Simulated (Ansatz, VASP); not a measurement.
**SnO2: VASP beside Ansatz**

Contents of INCAR:

```
PREC = Accurate
ENCUT = 600
EDIFF = 1E-6
ISMEAR = 0
SIGMA = 0.02
LREAL = F
LASPH = T
NELM = 80
ALGO = Normal
ISIF = 3
LWAVE = F
LCHARG = F
GGA = PE
IVDW = 12
IBRION = 2
NSW = 100
EDIFFG = -0.01
```

Contents of KPOINTS:

```
regular mesh
0
Gamma
  12 12 6
```

Contents of POSCAR:

```
SnO2
1.0
    3.2145732177      0.0000000000      0.0000000000
   -1.6072866089      2.7839020689      0.0000000000
    0.0000000000      0.0000000000      4.5988247932
Sn O
1 2
Direct
    0.0000000000      0.0000000000      0.5000000000
    0.3333333333      0.6666666667      0.7199820725
    0.6666666667      0.3333333333      0.2800179275
```

Input for Ansatz:

```yaml
crystal:
  lattice:
    - [3.2145732177, 0.0, 0.0]
    - [-1.6072866089, 2.7839020689, 0.0]
    - [0.0, 0.0, 4.5988247932]
  atoms:
    - { symbol: Sn, position: [0.0, 0.0, 0.5] }
    - { symbol: O, position: [0.3333333333, 0.6666666667, 0.7199820725] }
    - { symbol: O, position: [0.6666666667, 0.3333333333, 0.2800179275] }
basis:
  ecutwfc: 420
kpoints:
  mp_grid: { grid: [12, 12, 6] }
hamiltonian:
  xc: pbe
  dispersion: d3bj
scf:
  occupations: { method: gaussian, width: 0.02 }
output:
  forces: true
  stress: true
  eigenvalues: true
  write_density: true
  write_potential: true
  elf: true
  volumetric_format: npy
relax:
  adjacent_minimum: "off"
  f_tol: 0.01
  max_steps: 80
  cell: { stress_tol: 0.05 }
```

Alike in both runs: task relaxation of cell and atoms; functional PBE; dispersion D3(BJ); k mesh 12 × 12 × 6; occupations gaussian, width 0.02 eV; no spin polarisation.

|  | VASP | Ansatz |
| --- | --- | --- |
| version | VASP 6.6.1 | Ansatz 0.2.0 |
| potentials or method | VASP PAW PBE potentials, release 64 (Sn_d, O), cutoff 600 eV | scalar-relativistic, plane waves, PAW |
| valence electrons in the cell | 26 | 26 |

|  | VASP | Ansatz | Ansatz less VASP |
| --- | --- | --- | --- |
| gap on the k mesh at the Fermi level, each at its own relaxed structure (eV) | 1.79 | 1.87 | +0.087 |
| relaxed volume (Å³/atom) | 13.66 | 13.72 | +0.062 |
| relaxed length of the cell vector where the two differ most in proportion (Å) | 4.560 | 4.594 | +0.0340 |
